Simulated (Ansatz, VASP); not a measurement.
## Two plane-wave programs on BeTe

```xyz
2
Lattice="0.0000 2.8273 2.8273 2.8273 0.0000 2.8273 2.8273 2.8273 0.0000" Properties=species:S:1:pos:R:3 pbc="T T T"
Be    0.0000    0.0000    0.0000
Te    4.2410    4.2410    4.2410
```

Alike in both runs: task single point; functional PBE; dispersion D3(BJ); k mesh 8 × 8 × 8; occupations gaussian, width 0.05 eV; no spin polarisation.

|  | VASP | Ansatz |
| --- | --- | --- |
| version | VASP 6.6.1 | Ansatz 0.2.0 |
| potentials or method | VASP PAW PBE potentials, release 64 (Be, Te), cutoff 600 eV | scalar-relativistic, plane waves, PAW |
| valence electrons in the cell | 8 | 18 |

|  | VASP | Ansatz | Ansatz less VASP |
| --- | --- | --- | --- |
| gap on the k mesh at the Fermi level (eV) | 2.00 | 2.02 | +0.014 |
| least direct gap on the mesh (eV) | 3.62 | 3.64 | +0.019 |
| pressure (GPa) | -2.1 | -2.3 | -0.14 |

VASP's potentials hold 8 valence electrons a cell and Ansatz's 18, so a difference there can come from the potentials and not from the codes.

Spin-orbit coupling is off throughout.
